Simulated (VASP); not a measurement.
# C in VASP: single point with PBE+D3(BJ)

Aim: the single point of C with PBE+D3(BJ).

All numbers are computed with VASP 6.6.1; they aren't measurements. Logs are shortened: lines on timing, memory, paths and dates and some standing lists are left out, and cuts for length are marked.

### 1 The cell of the first run

The cell holds a slab with vacuum, 4 atoms: a = 2.466 Å, b = 2.466 Å, c = 32.600 Å, α = 90.00°, β = 90.00°, γ = 120.00°.

### 2 Single point, PBE+D3(BJ)

INCAR

```
SYSTEM = C
PREC = Accurate
ENCUT = 520
EDIFF = 1E-6
ISMEAR = 0
SIGMA = 0.1
LREAL = .FALSE.
LASPH = .TRUE.
NELM = 60
ALGO = Normal
ISIF = 2
LWAVE = .FALSE.
LCHARG = .TRUE.
LDIPOL = .TRUE.
IDIPOL = 3
DIPOL = 0.5 0.5 0.500
GGA = PE
IVDW = 12
LELF = .TRUE.
LVHAR = .TRUE.
LVACPOTAV = .TRUE.
NBANDS = 16
```

KPOINTS

```
regular mesh
0
G
  18 18 1
  0 0 0
```

POSCAR

```
C
1.0
    2.4657190382      0.0000000000      0.0000000000
   -1.2328595191      2.1353753257      0.0000000000
    0.0000000000      0.0000000000     32.6000015684
C
4
Direct
    0.6666666667      0.3333333333      0.4476704974
    0.3333333333      0.6666666667      0.4476547483
    0.0000000000      0.0000000000      0.5523452518
    0.6666666667      0.3333333333      0.5523295026
```

Potentials or basis: VASP PAW PBE potentials, release 64 (C).

Run with:

```
$ cat potpaw_PBE.64/C/POTCAR > POTCAR
$ mpirun -np 1 vasp_std > vasp.out
```

OUTCAR:

```text
SYSTEM = C
   PREC = Accurate
   ENCUT = 520
   EDIFF = 1E-6
   ISMEAR = 0
   LREAL = .FALSE.
   LASPH = .TRUE.
   NELM = 60
   ISIF = 2
   GGA = PE
   IVDW = 12
 IVDW          = 12

 ion  position               nearest neighbor table
   1  0.667  0.333  0.448-   2 1.42   2 1.42   2 1.42
   2  0.333  0.667  0.448-   1 1.42   1 1.42   1 1.42
   3  0.000  0.000  0.552-   4 1.42   4 1.42   4 1.42
   4  0.667  0.333  0.552-   3 1.42   3 1.42   3 1.42

  LATTYP: Found a hexagonal cell.
 ALAT       =     2.4657190382
 C/A-ratio  =    13.2212961263

  Lattice vectors:

 A1 = (   2.4657190382,   0.0000000000,   0.0000000000)
 A2 = (  -1.2328595191,   2.1353753257,   0.0000000000)
 A3 = (   0.0000000000,   0.0000000000,  32.6000015684)

Analysis of symmetry for initial positions (statically):
=====================================================================
 Subroutine PRICEL returns:
 Original cell was already a primitive cell.

 Routine SETGRP: Setting up the symmetry group for a
 hexagonal supercell.

 Subroutine GETGRP returns: Found 12 space group operations
 (whereof  6 operations were pure point group operations)
 out of a pool of 24 trial point group operations.

The static configuration has the point symmetry C_3v.
 The point group associated with its full space group is D_3d.

Analysis of symmetry for dynamics (positions and initial velocities):
=====================================================================
 Subroutine PRICEL returns:
 Original cell was already a primitive cell.

 Routine SETGRP: Setting up the symmetry group for a
 hexagonal supercell.

 Subroutine GETGRP returns: Found 12 space group operations
 (whereof  6 operations were pure point group operations)
 out of a pool of 24 trial point group operations.

The dynamic configuration has the point symmetry C_3v.
 The point group associated with its full space group is D_3d.

 Subroutine INISYM returns: Found 12 space group operations
 (whereof  6 operations are pure point group operations),
 and found     1 'primitive' translations

----------------------------------------------------------------------------------------

                                     Primitive cell

  volume of cell :     171.6467

  direct lattice vectors                    reciprocal lattice vectors
     2.465719038  0.000000000  0.000000000     0.405561211  0.234150875  0.000000000
    -1.232859519  2.135375326  0.000000000     0.000000000  0.468301749  0.000000000
     0.000000000  0.000000000 32.600001568     0.000000000  0.000000000  0.030674845

  length of vectors
[... 95 lines left out ...]
   TEBEG  =    0.0;   TEEND  =   0.0 temperature during run
   PSTRESS=    0.0 pullay stress
   NELECT =      16.0000    total number of electrons
   NUPDOWN=      -1.0000    fix difference up-down
   EMIN   =  10.00;   EMAX   =-10.00  energy-range for DOS
   EFERMI =   0.00;   METHOD = LEGACY
   ISMEAR =     0;   SIGMA  =   0.10  broadening in eV -4-tet -1-fermi 0-gaus
   EFERMI_NEDOS =   21; number of points for ismear=-14 and -15
   IALGO  =     38    algorithm
   IMIX   =      4    mixing-type and parameters
     AMIX     =   0.40;   BMIX     =  1.00
     AMIX_MAG =   1.60;   BMIX_MAG =  1.00
  volume/ion in A,a.u.               =      42.91       289.58
  Fermi-wavevector in a.u.,A,eV,Ry     =   0.742283  1.402712  7.496599  0.550984
  Thomas-Fermi vector in A             =   1.837125
   LORBIT       =      0    0 simple, 1 ext, 2 COOP (PROOUT), +10 PAW based schemes
   GGA     = PE    functional components
   LHFCALC =     F    Hartree Fock is set to
   AEXX    =    0.0000 exact exchange contribution
   IVDW    =    12    specifies the selected vdW correction
   LEPSILON=     F    determine dielectric tensor
   LRPA    =     F    only Hartree local field effects (RPA)
 non-spin polarized calculation
 Gauss-broadening in eV      SIGMA  =   0.10
  energy-cutoff  :      520.00
  volume of cell :      171.65
 maximum number of plane-waves:      4686
   NGX =  9   NGY =  9   NGZ =121

 number of electron      15.9999994 magnetization

 dipolmoment           0.000000      0.000000      0.000000 electrons x Angstroem

 Free energy of the ion-electron system (eV)
  ---------------------------------------------------
  ext. energy  EPLUGINS =         0.00000000
  ---------------------------------------------------
  free energy    TOTEN  =       -36.88069844 eV

  energy without entropy =      -36.88000184  energy(sigma->0) =      -36.88035014

 E-fermi :  -2.4300     XC(G=0):  -2.4319

 val. band max:       -2.4299626340   @ k =   0.3333   0.3333   0.0000
 cond. band min:      -2.1165304107   @ k =   0.3333   0.3333   0.0000
 fundamental gap:      0.3134322233
 Fermi energy:        -2.4299619901

 k-point     1 :       0.0000    0.0000    0.0000
  band No.  band energies     occupation
      1     -22.0071      2.00000
      2     -21.8753      2.00000
      3     -10.4751      2.00000
      4      -9.5813      2.00000
      5      -5.4621      2.00000
      6      -5.4621      2.00000
[... 433 lines left out ...]
      3     -14.6608      2.00000
      4     -14.5908      2.00000
      5      -9.6748      2.00000
      6      -9.6419      2.00000
[... 8 lines left out ...]
     15       8.6364      0.00000
     16       8.8424      0.00000

 [... further k-points ...]

------------------------ aborting loop because EDIFF is reached ----------------------------------------

 Edisp (eV)   -0.47319

 E8    (eV) :    -0.1415

  FORCE on cell =-STRESS in cart. coord.  units (eV):
  Direction    XX          YY          ZZ          XY          YZ          ZX
  --------------------------------------------------------------------------------------
  -------------------------------------------------------------------------------------
  Total       0.11044     0.11044    -0.03256     0.00000     0.00000     0.00000
  in kB       1.03089     1.03089    -0.30389     0.00000     0.00000     0.00000
  external pressure =        0.59 kB  Pullay stress =        0.00 kB

 VOLUME and BASIS-vectors are now :
 -----------------------------------------------------------------------------
  energy-cutoff  :      520.00
  volume of cell :      171.65
      direct lattice vectors                 reciprocal lattice vectors
     2.465719038  0.000000000  0.000000000     0.405561211  0.234150875  0.000000000
    -1.232859519  2.135375326  0.000000000     0.000000000  0.468301749  0.000000000
     0.000000000  0.000000000 32.600001568     0.000000000  0.000000000  0.030674845

 POSITION                                       TOTAL-FORCE (eV/Angst)
 -----------------------------------------------------------------------------------
      1.23286      0.71179     14.59406         0.000000     -0.000000      0.000609
     -0.00000      1.42358     14.59355        -0.000000     -0.000000      0.002371
      0.00000      0.00000     18.00646         0.000000      0.000000     -0.002371
      1.23286      0.71179     18.00594        -0.000000      0.000000     -0.000609
 -----------------------------------------------------------------------------------
    total drift:                               -0.000000      0.000000      0.000003

  FREE ENERGIE OF THE ION-ELECTRON SYSTEM (eV)
  ---------------------------------------------------
  free  energy   TOTEN  =       -37.3538859619 eV

  energy  without entropy=      -37.3531893621  energy(sigma->0) =      -37.35353766

 vacuum level on the upper side and lower side of the slab         1.846         1.846
```

stdout:

```text
POSCAR found type information on POSCAR C
 POSCAR found :  1 types and       4 ions
 scaLAPACK will be used
 LDA part: xc-table for (Slater+PW92), standard interpolation
 POSCAR, INCAR and KPOINTS ok, starting setup
 FFT: planning ... GRIDC
 FFT: planning ... GRID_SOFT
 FFT: planning ... GRID
 WAVECAR not read
 entering main loop
 -----------------------------------------------------------------------------
|                                                                             |
|           W    W    AA    RRRRR   N    N  II  N    N   GGGG   !!!           |
|           W    W   A  A   R    R  NN   N  II  NN   N  G    G  !!!           |
|           W    W  A    A  R    R  N N  N  II  N N  N  G       !!!           |
|           W WW W  AAAAAA  RRRRR   N  N N  II  N  N N  G  GGG   !            |
|           WW  WW  A    A  R   R   N   NN  II  N   NN  G    G                |
|           W    W  A    A  R    R  N    N  II  N    N   GGGG   !!!           |
|                                                                             |
|     Did not find any points to average over, which means that no vacuum     |
|     field-free region was found. Please increase the size of  your cell     |
|     in the dimension of the dipole correction to obtain accurate            |
|     workfunction values.                                                    |
|                                                                             |
 -----------------------------------------------------------------------------
```

Run time: 2.8 min. Hardware: 1 thread of AMD EPYC 7R43 (Zen 3), shared host; peak memory 0.26 GiB.

Results:

```
Free energy                : -37.3539 eV
Band gap on the k mesh     : zero (filled and empty bands touch)
Dispersion energy per atom : -0.118 eV
```

Forces in eV/Å, atoms in the order of the input:
```
C    0.000  0.000  0.001
C    0.000  0.000  0.002
C    0.000  0.000 -0.002
C    0.000  0.000 -0.001
```
